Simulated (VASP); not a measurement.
# Si2C (P6/mmm) in VASP: further runs

Si2C is run at these levels: PBE; tasks: relaxation of cell and atoms.

All numbers are computed with VASP 6.6.1; they aren't measurements. Logs are shortened: lines on timing, memory, paths and dates and some standing lists are left out, and cuts for length are marked.

### Step 1. The cell of the first run

It takes space group P6/mmm (No. 191, hexagonal). Conventional cell: a = 2.816 Å, b = 2.816 Å, c = 12.586 Å, α = 90.00°, β = 90.00°, γ = 120.00°. Si (site symmetry 3m) has 3 Si at 1.63 Å within 2.2 Å. Within 2.2 Å of C (site symmetry -6m2) lie 3 C at 1.63 Å.

### Step 2. Relaxation of cell and atoms, PBE

Contents of INCAR:

```
SYSTEM = Si2C
PREC     = Accurate       ! precision mode
ENCUT    = 1300           ! plane-wave cutoff, eV
EDIFF    = 1E-7           ! SCF threshold, eV
ISMEAR   = 0              ! smearing method
SIGMA    = 0.1            ! smearing width, eV
LREAL    = .FALSE.        ! projectors in reciprocal space
LASPH    = .TRUE.         ! aspherical terms in the spheres
NELM     = 120            ! most SCF steps
ALGO     = Normal         ! electronic algorithm
ISIF     = 3              ! what is computed and relaxed
LWAVE    = .FALSE.        ! write WAVECAR
LCHARG   = .FALSE.        ! write CHGCAR
GGA      = PE             ! functional
IBRION   = 2              ! ionic algorithm
NSW      = 90             ! ionic steps
EDIFFG   = -0.04          ! ionic threshold
GGA_COMPAT= .FALSE.      
NELMIN   = 4
```

Contents of KPOINTS:

```
regular mesh
0
G
  6 6 2
  0 0 0
```

Contents of POSCAR:

```
Si2C
1.0
    2.8155951400      0.0000000000      0.0000000000
   -1.4077975700      2.4383769200      0.0000000000
    0.0000000000      0.0000000000     12.5864962000
Si C
4 2
Direct
    0.3333333300      0.6666666700      0.6666666700
    0.3333333300      0.6666666700      0.3333333300
    0.6666666700      0.3333333300      0.6666666700
    0.6666666700      0.3333333300      0.3333333300
    0.3333333300      0.6666666700      0.0000000000
    0.6666666700      0.3333333300      0.0000000000
```

Potentials or basis: VASP PAW PBE potentials, release 64 (Si, C_h).

Started as:

```bash
> cat potpaw_PBE.64/Si/POTCAR potpaw_PBE.64/C_h/POTCAR > POTCAR
> mpirun -np 1 vasp_std > vasp.out
```

OUTCAR:

```text
SYSTEM = Si2C
   PREC = Accurate
   ENCUT = 1300
   EDIFF = 1E-7
   ISMEAR = 0
   LREAL = .FALSE.
   LASPH = .TRUE.
   NELM = 120
   ISIF = 3
   GGA = PE
   IBRION = 2
   NSW = 90
   EDIFFG = -0.04
   NELMIN = 4

 ion  position               nearest neighbor table
   1  0.333  0.667  0.667-   3 1.63   3 1.63   3 1.63
   2  0.333  0.667  0.333-   4 1.63   4 1.63   4 1.63
   3  0.667  0.333  0.667-   1 1.63   1 1.63   1 1.63
   4  0.667  0.333  0.333-   2 1.63   2 1.63   2 1.63
   5  0.333  0.667  0.000-
   6  0.667  0.333  0.000-

  LATTYP: Found a hexagonal cell.
 ALAT       =     2.8155951400
 C/A-ratio  =     4.4702791325

  Lattice vectors:

 A1 = (   2.8155951400,   0.0000000000,   0.0000000000)
 A2 = (  -1.4077975700,   2.4383769200,   0.0000000000)
 A3 = (   0.0000000000,   0.0000000000,  12.5864962000)

Analysis of symmetry for initial positions (statically):
=====================================================================
 Subroutine PRICEL returns:
 Original cell was already a primitive cell.

 Routine SETGRP: Setting up the symmetry group for a
 hexagonal supercell.

 Subroutine GETGRP returns: Found 24 space group operations
 (whereof 24 operations were pure point group operations)
 out of a pool of 24 trial point group operations.

The static configuration has the point symmetry D_6h.

Analysis of symmetry for dynamics (positions and initial velocities):
=====================================================================
 Subroutine PRICEL returns:
 Original cell was already a primitive cell.

 Routine SETGRP: Setting up the symmetry group for a
 hexagonal supercell.

 Subroutine GETGRP returns: Found 24 space group operations
 (whereof 24 operations were pure point group operations)
 out of a pool of 24 trial point group operations.

The dynamic configuration has the point symmetry D_6h.

 Subroutine INISYM returns: Found 24 space group operations
 (whereof 24 operations are pure point group operations),
 and found     1 'primitive' translations

----------------------------------------------------------------------------------------

                                     Primitive cell

  volume of cell :      86.4124

  direct lattice vectors                    reciprocal lattice vectors
     2.815595140  0.000000000  0.000000000     0.355164699  0.205054434  0.000000000
    -1.407797570  2.438376920  0.000000000     0.000000000  0.410108869  0.000000000
     0.000000000  0.000000000 12.586496200     0.000000000  0.000000000  0.079450229

[... 77 lines left out ...]
   LASPH  =      T    aspherical Exc in radial PAW
   ENCUT  = 1300.0 eV  95.55 Ry    9.77 a.u.   8.28  8.28 37.00*2*pi/ulx,y,z
   NELM   =    120;   NELMIN=  4; NELMDL= -5     # of ELM steps
   EDIFF  = 0.1E-06   stopping-criterion for ELM
   LREAL  =      F    real-space projection
   EDIFFG = -.4E-01   stopping-criterion for IOM
   NSW    =     90    number of steps for IOM
   IBRION =      2    ionic relax: 0-MD 1-quasi-New 2-CG
   NFREE  =      1    steps in history (QN), initial steepest desc. (CG)
   ISIF   =      3    stress and relaxation
   ISYM   =      2    0-nonsym 1-usesym 2-fastsym
   POTIM  = 0.5000    time-step for ionic-motion
   TEBEG  =    0.0;   TEEND  =   0.0 temperature during run
   PSTRESS=    0.0 pullay stress
   NELECT =      24.0000    total number of electrons
   NUPDOWN=      -1.0000    fix difference up-down
   EMIN   =  10.00;   EMAX   =-10.00  energy-range for DOS
   EFERMI =   0.00;   METHOD = LEGACY
   ISMEAR =     0;   SIGMA  =   0.10  broadening in eV -4-tet -1-fermi 0-gaus
   EFERMI_NEDOS =   21; number of points for ismear=-14 and -15
   IALGO  =     38    algorithm
   IMIX   =      4    mixing-type and parameters
     AMIX     =   0.40;   BMIX     =  1.00
     AMIX_MAG =   1.60;   BMIX_MAG =  1.00
  volume/ion in A,a.u.               =      14.40        97.19
  Fermi-wavevector in a.u.,A,eV,Ry     =   1.068120  2.018454 15.522612  1.140880
  Thomas-Fermi vector in A             =   2.203758
   LORBIT       =      0    0 simple, 1 ext, 2 COOP (PROOUT), +10 PAW based schemes
   GGA     = PE    functional components
   LHFCALC =     F    Hartree Fock is set to
   AEXX    =    0.0000 exact exchange contribution
   IVDW    =     0    specifies the selected vdW correction
   LEPSILON=     F    determine dielectric tensor
   LRPA    =     F    only Hartree local field effects (RPA)
 conjugate gradient relaxation of ions
 non-spin polarized calculation
 Gauss-broadening in eV      SIGMA  =   0.10
  energy-cutoff  :     1300.00
  volume of cell :       86.41
 maximum number of plane-waves:      9224
 NGX is ok and might be reduce to    36
   NGX = 17   NGY = 17   NGZ = 75

--------------------------------------- Ionic step        1  -------------------------------------------

 number of electron      24.0000000 magnetization

 Free energy of the ion-electron system (eV)
  ---------------------------------------------------
  ext. energy  EPLUGINS =         0.00000000
  ---------------------------------------------------
  free energy    TOTEN  =         2.73589829 eV

  energy without entropy =        2.75482543  energy(sigma->0) =        2.74536186

------------------------ aborting loop because EDIFF is reached ----------------------------------------

  FORCE on cell =-STRESS in cart. coord.  units (eV):
  Direction    XX          YY          ZZ          XY          YZ          ZX
  --------------------------------------------------------------------------------------
  -------------------------------------------------------------------------------------
  Total      133.3997946    133.3997948     -0.3498712      0.0000000      0.0000000      0.0000000
  in kB     2473.3743252   2473.3743292     -6.4869845      0.0000000      0.0000000      0.0000000
  external PRESSURE =    1646.7538900 kB  Pullay stress =       0.0000000 kB
[... 911 lines left out ...]
      3      -2.8687      2.00000
      4      -2.8687      2.00000
      5       0.8954      2.00000
      6       1.2766      2.00000
[... 8 lines left out ...]
     15       9.6284      0.00000
     16      10.1031      0.00000

[... ionic steps 4 to 40 ...]

--------------------------------------- Ionic step       41  -------------------------------------------

 number of electron      24.0000000 magnetization

------------------------ aborting loop because EDIFF is reached ----------------------------------------
[... 75 lines left out ...]
--------------------------------------- Ionic step       43  -------------------------------------------

 number of electron      24.0000000 magnetization

 Free energy of the ion-electron system (eV)
  ---------------------------------------------------
  ext. energy  EPLUGINS =         0.00000000
  ---------------------------------------------------
  free energy    TOTEN  =       -33.02104302 eV

  energy without entropy =      -33.01076816  energy(sigma->0) =      -33.01590559

 E-fermi :   5.4111     XC(G=0):  -9.3549

 val. band max:        5.3348984670   @ k =   0.3333   0.3333   0.0000
 cond. band min:       5.4390076553   @ k =   0.3333   0.3333   0.5000
 fundamental gap:      0.1041091884
 Fermi energy:         5.4111130467
[... 297 lines left out ...]
  FREE ENERGIE OF THE ION-ELECTRON SYSTEM (eV)
  ---------------------------------------------------
  free  energy   TOTEN  =       -33.0210430248 eV

  energy  without entropy=      -33.0107681612  energy(sigma->0) =      -33.01590559

 reached required accuracy - stopping structural energy minimisation
```

OSZICAR:

```text
N       E                     dE             d eps       ncg     rms          rms(c)
DAV:   1     0.209043329105E+03    0.20904E+03   -0.18267E+04   448   0.268E+03
DAV:   2     0.899547073894E+01   -0.20005E+03   -0.19639E+03   616   0.303E+02
DAV:   3    -0.451472912291E+01   -0.13510E+02   -0.12864E+02   624   0.790E+01
[... 575 lines left out ...]
DAV:   4    -0.330210544994E+02    0.42127E-04   -0.30278E-04   616   0.122E-01    0.248E-02
DAV:   5    -0.330210430521E+02    0.11447E-04   -0.66188E-05   496   0.490E-02    0.114E-02
DAV:   6    -0.330210430474E+02    0.46880E-08   -0.82898E-06   600   0.178E-02    0.635E-03
DAV:   7    -0.330210430831E+02   -0.35673E-07   -0.14145E-06   584   0.677E-03    0.136E-03
DAV:   8    -0.330210430248E+02    0.58258E-07   -0.22155E-07   440   0.330E-03
  43 F= -.33021043E+02 E0= -.33015906E+02  d E =-.341708E-02
```

Run time: 55 min. Hardware: 1 thread of Intel Xeon Platinum 8375C at 2.90GHz (Ice Lake), shared host; peak memory 0.53 GiB.

What came out:

```yaml
Free_energy: -33.0210 eV
Relaxed_volume: 17.21 Å³/atom
Relaxed_cell: a = 4.020 Å, b = 4.020 Å, c = 7.380 Å, α = 90.00°, β = 90.00°, γ = 120.00°
Space_group_after_relaxing_to_0.1_Å: P6/mmm (No. 191)
Energy_gained_by_relaxing: 5959.5 meV/atom
Ionic_steps: 43
Pressure_after_relaxing: 0.1 GPa
Largest_force_after_relaxing: 0.010 eV/Å
Band_gap_on_the_k_mesh: zero (bands 12 and 13 overlap by 0.54 eV)
```

Forces on the atoms (eV/Å):
```
Si   0.000  0.000 -0.010
Si   0.000  0.000  0.010
Si   0.000  0.000 -0.010
Si   0.000  0.000  0.010
C    0.000  0.000  0.000
C    0.000  0.000  0.000
```

Stress tensor (GPa, compression positive):
```
 0.13  0.00  0.00
 0.00  0.13  0.00
 0.00  0.00 -0.07
```

The path:
| step | energy change (eV) | largest force (eV/Å) | pressure (GPa) | volume (Å³) |
| --- | --- | --- | --- | --- |
| 1 | 0.0000 | 0.0126 | 164.68 | 86.41 |
| 3 | -16.5602 | 0.1787 | -8.23 | 320.50 |
| 5 | -29.1012 | 0.0562 | -7.70 | 169.44 |
| 7 | -29.8058 | 0.0350 | -2.79 | 155.35 |
| 9 | -29.8703 | 0.0311 | -0.48 | 150.97 |
| 11 | -29.8719 | 0.0311 | -0.02 | 149.97 |
| 13 | -29.8756 | 0.0351 | -0.01 | 148.49 |
| 15 | -29.8986 | 0.0676 | -0.03 | 141.81 |
| 17 | -30.3289 | 0.3645 | 1.00 | 115.11 |
| 19 | -30.8542 | 0.7623 | 68.80 | 68.29 |
| 21 | -33.6005 | 1.9896 | 24.65 | 78.28 |
| 23 | -33.9797 | 1.9749 | 19.80 | 80.20 |
| 25 | -34.9931 | 1.7934 | 5.46 | 88.15 |
| 27 | -35.2779 | 1.3892 | -4.10 | 97.02 |
| 29 | -35.3481 | 1.2376 | -2.55 | 95.69 |
| 31 | -35.4462 | 0.6509 | 6.55 | 93.09 |
| 33 | -35.5355 | 0.1756 | 2.68 | 94.02 |
| 35 | -35.6182 | 0.2107 | -0.55 | 98.07 |
| 37 | -35.6429 | 0.2599 | -2.81 | 101.78 |
| 39 | -35.7321 | 0.0052 | -0.97 | 102.29 |
| 41 | -35.7533 | 0.1491 | 0.86 | 102.62 |
| 43 | -35.7569 | 0.0105 | 0.06 | 103.28 |

Final structure:
```cif
data_structure
_symmetry_space_group_name_H-M 'P 1'
_symmetry_Int_Tables_number 1
_cell_length_a 4.0200
_cell_length_b 4.0200
_cell_length_c 7.3799
_cell_angle_alpha 90.000
_cell_angle_beta 90.000
_cell_angle_gamma 120.000
_cell_volume 103.28
loop_
_atom_site_label
_atom_site_type_symbol
_atom_site_fract_x
_atom_site_fract_y
_atom_site_fract_z
_atom_site_occupancy
Si1 Si 0.33333 0.66667 0.74181 1
Si2 Si 0.33333 0.66667 0.25819 1
Si3 Si 0.66667 0.33333 0.74181 1
Si4 Si 0.66667 0.33333 0.25819 1
C1 C 0.33333 0.66667 0.00000 1
C2 C 0.66667 0.33333 0.00000 1
```

Caveat: the k points lie up to 0.43 Å⁻¹ apart in the final cell, too coarse for converged energies and pressures of a metal; the volume moved by over 15 % at a fixed basis, so the end points are rough; semilocal functionals underestimate gaps, and a narrow one can read as zero.

[end of part 1 of 2]

The gap in the log of VASP goes by the Fermi energy; the results here count the filled bands.